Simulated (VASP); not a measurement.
# TiCo3 (Pm-3m) in VASP: notebook, part 2 of 2

VASP 6.6.1. Earlier steps stand in the parts before.

### Step 4. Single point, PBEsol, collinear spin, ferrimagnetic start

This run uses another cell than the first one, of 10.98 Å³/atom, 0.943 times its volume.

INCAR reads:

```
  PREC = Accurate
  ENCUT = 520
  EDIFF = 1E-7
  ISMEAR = 0
  SIGMA = 0.1
  LREAL = F
  LASPH = T
  NELM = 150
  ALGO = Normal
  ISIF = 2
  LWAVE = F
  LCHARG = F
  ISPIN = 2
  MAGMOM = -0.33 1.11 1.11 1.11
  LORBIT = 11
  LMAXMIX = 4
  GGA = PS
  NBANDS = 32
```

KPOINTS reads:

```
Automatic mesh
0
Gamma
  12 12 12
```

POSCAR reads:

```
TiCo3
1.0
    3.5282498927      0.0000000000      0.0000000000
    0.0000000000      3.5282498927      0.0000000000
    0.0000000000      0.0000000000      3.5282498927
Ti Co
1 3
Direct
    0.0000000000      0.0000000000      0.0000000000
    0.0000000000      0.5000000000      0.5000000000
    0.5000000000      0.0000000000      0.5000000000
    0.5000000000      0.5000000000      0.0000000000
```

Potentials or basis: VASP PAW PBE potentials, release 64 (Ti_sv, Co).

Launch:

```console
$ cat potpaw_PBE.64/Ti_sv/POTCAR potpaw_PBE.64/Co/POTCAR > POTCAR
$ mpirun -np 1 vasp_std > vasp.out
```

OUTCAR:

```text
PREC = Accurate
   ENCUT = 520
   EDIFF = 1E-7
   ISMEAR = 0
   LREAL = F
   LASPH = T
   NELM = 150
   ISIF = 2
   ISPIN = 2
   LORBIT = 11
   GGA = PS

 ion  position               nearest neighbor table
   1  0.000  0.000  0.000-   2 2.49   3 2.49   4 2.49   2 2.49   3 2.49   2 2.49   4 2.49   2 2.49
                             3 2.49   4 2.49   3 2.49   4 2.49
   2  0.000  0.500  0.500-   1 2.49   3 2.49   4 2.49   1 2.49   4 2.49   1 2.49   3 2.49   1 2.49
                             3 2.49   4 2.49   4 2.49   3 2.49
   3  0.500  0.000  0.500-   1 2.49   2 2.49   4 2.49   1 2.49   4 2.49   2 2.49   4 2.49   4 2.49
                             1 2.49   2 2.49   1 2.49   2 2.49
   4  0.500  0.500  0.000-   1 2.49   2 2.49   3 2.49   2 2.49   3 2.49   1 2.49   3 2.49   3 2.49
                             1 2.49   2 2.49   2 2.49   1 2.49

  LATTYP: Found a simple cubic cell.
 ALAT       =     3.5282498927

  Lattice vectors:

 A1 = (   3.5282498927,   0.0000000000,   0.0000000000)
 A2 = (   0.0000000000,   3.5282498927,   0.0000000000)
 A3 = (   0.0000000000,   0.0000000000,   3.5282498927)

Analysis of symmetry for initial positions (statically):
=====================================================================
 Subroutine PRICEL returns:
 Original cell was already a primitive cell.

 Routine SETGRP: Setting up the symmetry group for a
 simple cubic supercell.

 Subroutine GETGRP returns: Found 48 space group operations
 (whereof 48 operations were pure point group operations)
 out of a pool of 48 trial point group operations.

The static configuration has the point symmetry O_h .

Analysis of symmetry for dynamics (positions and initial velocities):
=====================================================================
 Subroutine PRICEL returns:
 Original cell was already a primitive cell.

 Routine SETGRP: Setting up the symmetry group for a
 simple cubic supercell.

 Subroutine GETGRP returns: Found 48 space group operations
[... 169 lines left out ...]

 E-fermi :  10.6742     XC(G=0): -13.6708

 val. band max:       10.6732798360   @ k =   0.5000   0.1667   0.1667
 cond. band min:      10.6759923478   @ k =   0.4167   0.2500   0.0000
 fundamental gap:      0.0027125118
 Fermi energy:        10.6741979911

 spin component 1

 k-point     1 :       0.0000    0.0000    0.0000
  band No.  band energies     occupation
      1     -45.4008      1.00000
      2     -21.7654      1.00000
      3     -21.7654      1.00000
      4     -21.7654      1.00000
      5       2.4745      1.00000
      6       6.1012      1.00000
[... 805 lines left out ...]
     30      22.9996      0.00000
     31      23.5327      0.00000

 [... further k-points ...]

 spin component 2

 k-point     1 :       0.0000    0.0000    0.0000
  band No.  band energies     occupation
      1     -45.4734      1.00000
      2     -21.8389      1.00000
      3     -21.8389      1.00000
      4     -21.8389      1.00000
      5       2.4849      1.00000
      6       6.2239      1.00000
[... 805 lines left out ...]
     30      23.0795      0.00000
     31      23.5766      0.00000

 [... further k-points ...]

 [bands above 31 left out]

------------------------ aborting loop because EDIFF is reached ----------------------------------------

  FORCE on cell =-STRESS in cart. coord.  units (eV):
  Direction    XX          YY          ZZ          XY          YZ          ZX
  --------------------------------------------------------------------------------------
  -------------------------------------------------------------------------------------
  Total       -0.1808040     -0.1808040     -0.1808040      0.0000000      0.0000000     -0.0000000
  in kB       -6.5953936     -6.5953936     -6.5953936      0.0000000      0.0000000     -0.0000000
  external PRESSURE =      -6.5953936 kB  Pullay stress =       0.0000000 kB

 VOLUME and BASIS-vectors are now :
 -----------------------------------------------------------------------------
  energy-cutoff  :      520.00
  volume of cell :       43.92
      direct lattice vectors                 reciprocal lattice vectors
     3.528249893  0.000000000  0.000000000     0.283426637  0.000000000  0.000000000
     0.000000000  3.528249893  0.000000000     0.000000000  0.283426637  0.000000000
     0.000000000  0.000000000  3.528249893     0.000000000  0.000000000  0.283426637

 POSITION                                       TOTAL-FORCE (eV/Angst)
 -----------------------------------------------------------------------------------
      0.00000      0.00000      0.00000         0.000000      0.000000      0.000000
      0.00000      1.76412      1.76412         0.000000      0.000000      0.000000
      1.76412      0.00000      1.76412         0.000000      0.000000      0.000000
      1.76412      1.76412      0.00000         0.000000      0.000000      0.000000
 -----------------------------------------------------------------------------------
    total drift:                                0.000000      0.000000      0.000000

  FREE ENERGIE OF THE ION-ELECTRON SYSTEM (eV)
  ---------------------------------------------------
  free  energy   TOTEN  =       -32.7258192395 eV

  energy  without entropy=      -32.6985640061  energy(sigma->0) =      -32.71219162

 total charge

# of ion       s       p       d       tot
------------------------------------------
    1        2.281   6.215   1.993  10.490
    2        0.529   0.550   7.353   8.432
    3        0.529   0.550   7.353   8.432
    4        0.529   0.550   7.353   8.432
--------------------------------------------------
tot          3.869   7.866  24.052  35.786

 magnetization (x)

# of ion       s       p       d       tot
------------------------------------------
    1       -0.001  -0.006  -0.077  -0.084
    2       -0.001  -0.002   0.264   0.261
    3       -0.001  -0.002   0.264   0.261
    4       -0.001  -0.002   0.264   0.261
--------------------------------------------------
tot         -0.003  -0.012   0.714   0.699
```

OSZICAR:

```text
N       E                     dE             d eps       ncg     rms          rms(c)
DAV:   1     0.320929092315E+03    0.32093E+03   -0.17276E+04 10792   0.165E+03
DAV:   2    -0.119681647201E+02   -0.33290E+03   -0.31538E+03 10872   0.374E+02
DAV:   3    -0.370875372485E+02   -0.25119E+02   -0.24169E+02 13144   0.120E+02
[... 13 lines left out ...]
DAV:  17    -0.327258187013E+02   -0.24535E-05   -0.10343E-05 16176   0.267E-02    0.894E-03
DAV:  18    -0.327258189410E+02   -0.23977E-06   -0.47751E-06 14400   0.201E-02    0.539E-03
DAV:  19    -0.327258190666E+02   -0.12553E-06   -0.46606E-07 11456   0.507E-03    0.343E-03
DAV:  20    -0.327258192326E+02   -0.16608E-06   -0.92728E-08  7808   0.281E-03    0.541E-04
DAV:  21    -0.327258192395E+02   -0.68135E-08   -0.42751E-08  5712   0.196E-03
   1 F= -.32725819E+02 E0= -.32712192E+02  d E =-.272552E-01  mag=     0.6873
```

stdout:

```text
POSCAR found type information on POSCAR TiCo
 POSCAR found :  2 types and       4 ions
 scaLAPACK will be used
 -----------------------------------------------------------------------------
|                                                                             |
|                                                                             |
|     You enforced a specific xc type in the INCAR file but a different       |
|     I HOPE YOU KNOW WHAT YOU ARE DOING!                                     |
|                                                                             |
 -----------------------------------------------------------------------------

 LDA part: xc-table for (Slater+PW92), standard interpolation
 POSCAR, INCAR and KPOINTS ok, starting setup
 FFT: planning ... GRIDC
 FFT: planning ... GRID_SOFT
 FFT: planning ... GRID
 WAVECAR not read
 entering main loop
```

Wall time 9.3 min (1 thread of Oxide Virtual Turin-like, shared host); peak memory 0.26 GiB.

What came out:

| Property | Result |
| --- | --- |
| Free energy | -32.7258 eV |
| Pressure | -0.7 GPa |
| Net moment | 0.69 μB per cell |
| Site moments | Ti -0.08; Co +0.26 μB |
| Valence electrons inside the program's atomic spheres | Ti 10.49; Co 8.43 |

Levels at points of the mesh, in eV from the Fermi level:
Spin up:
```tsv
k point	band 17	band 18	band 19	band 20	band 21	band 22	band 23	band 24
(0.00, 0.00, 0.00)	0.31	0.59	0.59	0.59	2.60	2.60	3.44	3.44
(0.50, 0.00, 0.00)	-0.71	-0.71	-0.68	-0.10	0.60	1.24	1.24	1.96
(0.50, 0.50, 0.00)	-1.08	-1.02	-1.02	-0.50	-0.50	1.77	1.77	2.17
(0.50, 0.50, 0.50)	-0.09	0.36	0.36	0.36	0.89	0.89	0.89	2.22
```
Spin down:
```csv
k point,band 16,band 17,band 18,band 19,band 20,band 21,band 22,band 23
"(0.00, 0.00, 0.00)",0.10,0.64,0.84,0.84,0.84,2.72,2.72,3.45
"(0.50, 0.00, 0.00)",-0.60,-0.50,-0.50,-0.37,0.28,0.84,1.25,1.25
"(0.50, 0.50, 0.00)",-1.30,-0.78,-0.67,-0.67,-0.30,-0.26,1.78,1.78
"(0.50, 0.50, 0.50)",-0.92,-0.05,0.64,0.64,0.64,0.88,0.88,0.88
```

Caveat: the PAW data sets were made with another functional, which shifts forces and pressure a little.

### Step 5. Single point, PBEsol, collinear spin, ferromagnetic start

This run uses another cell than the first one, of 10.98 Å³/atom, 0.943 times its volume.

INCAR reads:

```
SYSTEM = TiCo3
  ALGO = Normal
  EDIFF = 1E-7
  ENCUT = 520
  GGA = PS
  ISIF = 2
  ISMEAR = 0
  ISPIN = 2
  LASPH = .True.
  LCHARG = .False.
  LMAXMIX = 4
  LORBIT = 11
  LREAL = .False.
  LWAVE = .False.
  MAGMOM = 0 0.3 0.3 0.3
  NBANDS = 32
  NELM = 150
  PREC = Accurate
  SIGMA = 0.1
```

KPOINTS reads:

```
k-points
0
Gamma
  12 12 12
  0 0 0
```

POSCAR is that of step 4.

Potentials or basis: VASP PAW PBE potentials, release 64 (Ti_sv, Co).

Launch:

```console
$ cat potpaw_PBE.64/Ti_sv/POTCAR potpaw_PBE.64/Co/POTCAR > POTCAR
$ mpirun -np 1 vasp_std > vasp.out
```

OUTCAR:

```text
SYSTEM = TiCo3
   EDIFF = 1E-7
   ENCUT = 520
   GGA = PS
   ISIF = 2
   ISMEAR = 0
   ISPIN = 2
   LASPH = .True.
   LORBIT = 11
   LREAL = .False.
   NELM = 150
   PREC = Accurate

 ion  position               nearest neighbor table
   1  0.000  0.000  0.000-   2 2.49   3 2.49   4 2.49   2 2.49   3 2.49   2 2.49   4 2.49   2 2.49
                             3 2.49   4 2.49   3 2.49   4 2.49
   2  0.000  0.500  0.500-   1 2.49   3 2.49   4 2.49   1 2.49   4 2.49   1 2.49   3 2.49   1 2.49
                             3 2.49   4 2.49   4 2.49   3 2.49
   3  0.500  0.000  0.500-   1 2.49   2 2.49   4 2.49   1 2.49   4 2.49   2 2.49   4 2.49   4 2.49
                             1 2.49   2 2.49   1 2.49   2 2.49
[... 1870 lines left out ...]
     0.000000000  3.528249893  0.000000000     0.000000000  0.283426637  0.000000000
     0.000000000  0.000000000  3.528249893     0.000000000  0.000000000  0.283426637

 POSITION                                       TOTAL-FORCE (eV/Angst)
 -----------------------------------------------------------------------------------
      0.00000      0.00000      0.00000         0.000000      0.000000      0.000000
      0.00000      1.76412      1.76412         0.000000      0.000000      0.000000
      1.76412      0.00000      1.76412         0.000000      0.000000      0.000000
      1.76412      1.76412      0.00000         0.000000      0.000000      0.000000
 -----------------------------------------------------------------------------------
    total drift:                                0.000000      0.000000      0.000000

  FREE ENERGIE OF THE ION-ELECTRON SYSTEM (eV)
  ---------------------------------------------------
  free  energy   TOTEN  =       -32.7258192388 eV

  energy  without entropy=      -32.6985636516  energy(sigma->0) =      -32.71219145

 total charge

# of ion       s       p       d       tot
------------------------------------------
    1        2.281   6.215   1.993  10.490
    2        0.529   0.550   7.353   8.432
    3        0.529   0.550   7.353   8.432
    4        0.529   0.550   7.353   8.432
--------------------------------------------------
tot          3.869   7.866  24.052  35.786

 magnetization (x)

# of ion       s       p       d       tot
------------------------------------------
    1       -0.001  -0.006  -0.077  -0.084
    2       -0.001  -0.002   0.263   0.261
    3       -0.001  -0.002   0.263   0.261
    4       -0.001  -0.002   0.263   0.261
--------------------------------------------------
tot         -0.003  -0.012   0.714   0.699
```

OSZICAR:

```text
N       E                     dE             d eps       ncg     rms          rms(c)
DAV:   1     0.320562509744E+03    0.32056E+03   -0.16968E+04 10792   0.162E+03
DAV:   2    -0.122271757780E+02   -0.33279E+03   -0.31529E+03 10864   0.373E+02
DAV:   3    -0.373418361920E+02   -0.25115E+02   -0.24193E+02 13104   0.120E+02
DAV:   4    -0.382853543438E+02   -0.94352E+00   -0.93889E+00 14136   0.202E+01
[... 12 lines left out ...]
DAV:  17    -0.327258180036E+02   -0.87457E-05   -0.11587E-04 14184   0.111E-01    0.886E-03
DAV:  18    -0.327258190573E+02   -0.10537E-05   -0.14219E-05 13512   0.392E-02    0.718E-03
DAV:  19    -0.327258185765E+02    0.48079E-06   -0.48628E-06 13456   0.233E-02    0.441E-03
DAV:  20    -0.327258191896E+02   -0.61308E-06   -0.34020E-06 12952   0.190E-02    0.121E-03
DAV:  21    -0.327258192388E+02   -0.49165E-07   -0.14870E-07  7144   0.417E-03
   1 F= -.32725819E+02 E0= -.32712191E+02  d E =-.272556E-01  mag=     0.6871
```

stdout:

```text
POSCAR found type information on POSCAR TiCo
 POSCAR found :  2 types and       4 ions
 scaLAPACK will be used
 -----------------------------------------------------------------------------
|                                                                             |
|                                                                             |
|     You enforced a specific xc type in the INCAR file but a different       |
|     I HOPE YOU KNOW WHAT YOU ARE DOING!                                     |
|                                                                             |
 -----------------------------------------------------------------------------

 LDA part: xc-table for (Slater+PW92), standard interpolation
 POSCAR, INCAR and KPOINTS ok, starting setup
 FFT: planning ... GRIDC
 FFT: planning ... GRID_SOFT
 FFT: planning ... GRID
 WAVECAR not read
 entering main loop
```

It took 9.6 min on 1 thread of Oxide Virtual Turin-like, shared host; peak memory 0.26 GiB.

What came out:

| Quantity | Value |
| --- | --- |
| Free energy | -32.7258 eV |
| Pressure | -0.7 GPa |
| Net moment | 0.69 μB per cell |
| Site moments | Ti -0.08; Co +0.26 μB |
| Valence electrons inside the program's atomic spheres | Ti 10.49; Co 8.43 |

Caveat: the PAW data sets were made with another functional, which shifts forces and pressure a little.

### Step 6. Summary

| spin | cell | gap on the mesh (eV) | pressure (GPa) | moment (μB) |
| --- | --- | --- | --- | --- |
| collinear, ferromagnetic start | a = 3.597 Å, 4 atoms | none | -8.2 | 0.48 |
| collinear, ferromagnetic start | a = 3.539 Å, 4 atoms | none | -2.8 | 0.75 |
| collinear, ferrimagnetic start | a = 3.528 Å, 4 atoms | none | -0.7 | 0.69 |
| collinear, ferromagnetic start | a = 3.528 Å, 4 atoms | none | -0.7 | 0.69 |

Alike in all rows: task single point; level PBEsol; potentials or basis VASP PAW PBE potentials, release 64 (Ti_sv, Co); k mesh 12 × 12 × 12; cutoff (eV) 520; smearing gaussian 0.1 eV.

Caveats: the PAW data sets were made with another functional, which shifts forces and pressure a little.

Total energies depend on the potentials used, so only differences within one code and one set of settings carry meaning.
